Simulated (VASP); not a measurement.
# Al8N7 (a cell with a defect) in VASP: single point with PBE

Aim: the single point of Al8N7 (a cell with a defect) with PBE.

Everything below comes from runs of VASP 6.6.1. Logs are shortened: lines on timing, memory, paths and dates and some standing lists are left out, and cuts for length are marked.

## Step 1: The cell of the first run

The cell holds a defect, 15 atoms: a = 6.162 Å, b = 5.336 Å, c = 5.031 Å, α = 90.00°, β = 90.00°, γ = 90.00°.

## Step 2: Single point, PBE, collinear spin, zero start

File INCAR:

```
ALGO = Normal
EDIFF = 1E-6
ENCUT = 520
GGA = PE
GGA_COMPAT = False
ISIF = 2
ISMEAR = 0
ISPIN = 2
LASPH = True
LCHARG = True
LELF = True
LORBIT = 11
LREAL = False
LVHAR = True
LWAVE = False
MAGMOM = 0 0 0 0 0 0 0 0 0 0 0 0 0 0 0
NBANDS = 46
NELM = 200
PREC = Accurate
SIGMA = 0.05
```

File KPOINTS:

```
k-points
0
Gamma
  2 2 2
```

File POSCAR:

```
Al8N7
1.0
   -3.0810000000     -5.3364490000      0.0000000000
    4.6215000000     -2.6682240000      0.0000000000
    0.0000000000      0.0000000000      5.0310000000
Al N
8 7
Direct
    0.4978131888      0.3305949226      0.0031290002
    0.4998292704      0.6661718018      0.4977249056
    0.2458138603      0.8090969390      0.0059310276
    0.2489107585      0.1659558686      0.5069799245
    0.0141414065      0.3454650380      0.0062770821
   -0.0110524881      0.6743774282      0.5092788710
    0.7536864670      0.8379647311     -0.0177664480
    0.7500072177      0.1699301607      0.5001981713
    0.4980220821      0.3321053846      0.3812468694
    0.5039405912      0.6626279263      0.8746394355
    0.2445911677      0.8322339907      0.3883289604
    0.2497100804      0.1478023926      0.8854428543
    0.0000364608      0.3400184650      0.3902637647
   -0.2533795060      0.8385153613      1.3616935003
    0.7579293021      0.1804728291      0.8806324786
```

Potentials or basis: VASP PAW PBE potentials, release 64 (Al, N).

On the command line:

```bash
$ cat potpaw_PBE.64/Al/POTCAR potpaw_PBE.64/N/POTCAR > POTCAR
$ mpirun -np 1 vasp_std > vasp.out
```

OUTCAR:

```text
EDIFF = 1E-6
   ENCUT = 520
   GGA = PE
   ISIF = 2
   ISMEAR = 0
   ISPIN = 2
   LASPH = True
   LORBIT = 11
   LREAL = False
   NELM = 200
   PREC = Accurate

 ion  position               nearest neighbor table
   1  0.498  0.331  0.003-  10 1.89  15 1.89   9 1.90  12 1.91   5 2.98   3 2.99   4 3.06   2 3.07
                             8 3.07   7 3.07   4 3.09   8 3.09   2 3.11   7 3.13   5 3.18   3 3.19
   2  0.500  0.666  0.498-   9 1.88  11 1.89  10 1.90  14 1.90   6 3.01   3 3.03   7 3.04   8 3.06
                             1 3.07   4 3.08   4 3.09   3 3.09   8 3.10   1 3.11   6 3.15   7 3.16
   3  0.246  0.809  0.006-  10 1.89  12 1.91  11 1.93   5 2.86   1 2.99   2 3.03   7 3.04   6 3.04
                             6 3.07   2 3.09   7 3.14   4 3.15   4 3.16   1 3.19   5 3.20
   4  0.249  0.166  0.507-  11 1.88   9 1.88  13 1.89  12 1.91   5 3.05   1 3.06   5 3.06   6 3.07
                             8 3.07   2 3.08   2 3.09   8 3.09   1 3.09   6 3.15   3 3.15   3 3.16
   5  0.014  0.345  0.006-  12 1.89  15 1.92  13 1.93   3 2.86   1 2.98   4 3.05   4 3.06   6 3.06
                             7 3.08   6 3.08   8 3.11   7 3.15   8 3.16   1 3.18   3 3.20
   6  0.989  0.674  0.509-  13 1.88  14 1.88  11 1.89   7 2.92   2 3.01   8 3.03   3 3.04   5 3.06
                             8 3.07   3 3.07   4 3.07   5 3.08   7 3.15   2 3.15   4 3.15
   7  0.754  0.838  0.982-  10 1.88  15 1.90  14 1.91   6 2.92   8 3.00   2 3.04   3 3.04   1 3.07
                             5 3.08   1 3.13   3 3.14   6 3.15   5 3.15   8 3.15   2 3.16
   8  0.750  0.170  0.500-  13 1.87   9 1.88  14 1.90  15 1.92   7 3.00   6 3.03   2 3.06   1 3.07
                             6 3.07   4 3.07   4 3.09   1 3.09   2 3.10   5 3.11   7 3.15   5 3.16
   9  0.498  0.332  0.381-   8 1.88   2 1.88   4 1.88   1 1.90
  10  0.504  0.663  0.875-   7 1.88   1 1.89   3 1.89   2 1.90
  11  0.245  0.832  0.388-   4 1.88   6 1.89   2 1.89   3 1.93
  12  0.250  0.148  0.885-   5 1.89   4 1.91   3 1.91   1 1.91
  13  0.000  0.340  0.390-   8 1.87   6 1.88   4 1.89   5 1.93
  14  0.747  0.839  0.362-   6 1.88   8 1.90   2 1.90   7 1.91
  15  0.758  0.180  0.881-   1 1.89   7 1.90   5 1.92   8 1.92

  LATTYP: Found a simple orthorhombic cell.
 ALAT       =     5.0310000000
 B/A-ratio  =     1.0607132585
 C/A-ratio  =     1.2248062811

  Lattice vectors:

 A1 = (   0.0000000000,   0.0000000000,  -5.0310000000)
 A2 = (   4.6215000000,  -2.6682240000,   0.0000000000)
 A3 = (  -3.0810000000,  -5.3364490000,   0.0000000000)

Analysis of symmetry for initial positions (statically):
=====================================================================
 Subroutine PRICEL returns:
 Original cell was already a primitive cell.

[... 908 lines left out ...]
     40      14.3500      0.00000
     41      15.3948      0.00000
 [bands above 41 left out]

------------------------ aborting loop because EDIFF is reached ----------------------------------------

  FORCE on cell =-STRESS in cart. coord.  units (eV):
  Direction    XX          YY          ZZ          XY          YZ          ZX
  --------------------------------------------------------------------------------------
  -------------------------------------------------------------------------------------
  Total        7.3910510      4.5523434      0.9799737      2.1129027     -1.0241647     -1.8922776
  in kB       71.5794613     44.0876797      9.4906647     20.4626433     -9.9186382    -18.3259745
  external PRESSURE =      41.7192686 kB  Pullay stress =       0.0000000 kB

 VOLUME and BASIS-vectors are now :
 -----------------------------------------------------------------------------
  energy-cutoff  :      520.00
  volume of cell :      165.44
      direct lattice vectors                 reciprocal lattice vectors
    -3.081000000 -5.336449000  0.000000000    -0.081142475 -0.140542903  0.000000000
     4.621500000 -2.668224000  0.000000000     0.162284980 -0.093695269  0.000000000
     0.000000000  0.000000000  5.031000000     0.000000000  0.000000000  0.198767641

 POSITION                                       TOTAL-FORCE (eV/Angst)
 -----------------------------------------------------------------------------------
     -0.00592     -3.53866      0.01574         0.005049      0.009740      0.002305
      1.53874     -4.44481      2.50405         0.015411      0.003291     -0.003196
      2.98189     -3.47062      0.02984         0.008284      0.010169      0.014280
      0.00007     -1.77111      2.55062        -0.013917      0.010000     -0.003017
      1.55300     -0.99724      0.03158         0.002808     -0.008864      0.002036
      0.06969     -7.07686      2.56218         0.012811     -0.020157     -0.001322
      1.55055     -6.25789      4.94162        -0.017540     -0.002705      0.006547
     -1.52544     -4.45579      2.51650        -0.011617     -0.003052     -0.000458
      0.00042     -3.54380      1.91805         0.002818     -0.000197     -0.005356
      1.50969     -4.45729      4.40031        -0.017213      0.010680     -0.012750
      3.09258     -3.52583      1.95368         0.003114     -0.003581      0.016387
     -0.08629     -1.72694      4.45466         0.006151     -0.013776     -0.021392
      1.57128     -0.90744      1.96342        -0.000288      0.000672      0.006815
      1.57486     -6.22165      1.81968        -0.003609      0.005652      0.013468
     -1.50113     -4.52619      4.43046         0.007737      0.002127     -0.014348
 -----------------------------------------------------------------------------------
    total drift:                                0.000069     -0.000059     -0.001974

  FREE ENERGIE OF THE ION-ELECTRON SYSTEM (eV)
  ---------------------------------------------------
  free  energy   TOTEN  =      -105.0815161711 eV

  energy  without entropy=     -105.0814841447  energy(sigma->0) =     -105.08150016

 total charge

# of ion       s       p       d       tot
------------------------------------------
    1        0.366   0.436   0.000   0.803
    2        0.368   0.441   0.000   0.809
    3        0.387   0.408   0.000   0.794
    4        0.369   0.445   0.000   0.814
    5        0.374   0.401   0.000   0.775
    6        0.375   0.416   0.000   0.792
    7        0.393   0.413   0.000   0.806
    8        0.369   0.445   0.000   0.814
    9        1.223   2.652   0.000   3.875
   10        1.247   2.607   0.000   3.854
   11        1.229   2.626   0.000   3.855
   12        1.232   2.611   0.000   3.843
   13        1.228   2.628   0.000   3.856
   14        1.231   2.618   0.000   3.850
   15        1.231   2.610   0.000   3.841
--------------------------------------------------
tot         11.624  21.758   0.000  33.382

 magnetization (x)

# of ion       s       p       d       tot
------------------------------------------
    1       -0.000  -0.000   0.000  -0.000
    2        0.000   0.000   0.000   0.000
    3       -0.000   0.000   0.000   0.000
    4        0.000   0.000   0.000   0.000
    5       -0.000  -0.000   0.000  -0.000
    6        0.000  -0.000   0.000   0.000
    7        0.000   0.000   0.000   0.000
    8        0.000  -0.000   0.000  -0.000
    9        0.000  -0.000   0.000  -0.000
   10        0.000   0.000   0.000   0.000
   11       -0.000  -0.000   0.000  -0.000
   12        0.000  -0.000   0.000  -0.000
   13        0.000   0.000   0.000   0.000
   14       -0.000   0.000   0.000  -0.000
   15        0.000  -0.000   0.000  -0.000
--------------------------------------------------
tot          0.000  -0.000   0.000  -0.000
```

stdout:

```text
POSCAR found type information on POSCAR AlN
 POSCAR found :  2 types and      15 ions
 scaLAPACK will be used
 LDA part: xc-table for (Slater+PW92), standard interpolation
 POSCAR, INCAR and KPOINTS ok, starting setup
 FFT: planning ... GRIDC
 FFT: planning ... GRID_SOFT
 FFT: planning ... GRID
 WAVECAR not read
 entering main loop
```

Run time: 2.7 min. Hardware: 1 thread of AMD EPYC 7R43 (Zen 3), shared host; peak memory 0.31 GiB.

Results:

```
Free energy                                           : -105.0815 eV
Pressure                                              : 4.2 GPa
Largest force                                         : 0.026 eV/Å
Net moment                                            : 0.00 μB per cell
Valence electrons inside the program's atomic spheres : Al 0.80, 0.81, 0.79, 0.78; N 3.88, 3.85, 3.84, 3.86
```

Forces in eV/Å, atoms in the order of the input:
```
Al   0.005  0.010  0.002
Al   0.015  0.003 -0.003
Al   0.008  0.010  0.014
Al  -0.014  0.010 -0.003
Al   0.003 -0.009  0.002
Al   0.013 -0.020 -0.001
Al  -0.018 -0.003  0.007
Al  -0.012 -0.003  0.000
N    0.003  0.000 -0.005
N   -0.017  0.011 -0.013
N    0.003 -0.004  0.016
N    0.006 -0.014 -0.021
N    0.000  0.001  0.007
N   -0.004  0.006  0.013
N    0.008  0.002 -0.014
```

Stress tensor (GPa, compression positive):
```
 7.16  2.05 -1.83
 2.05  4.41 -0.99
-1.83 -0.99  0.95
```

Caveat: the k points lie up to 0.62 Å⁻¹ apart.
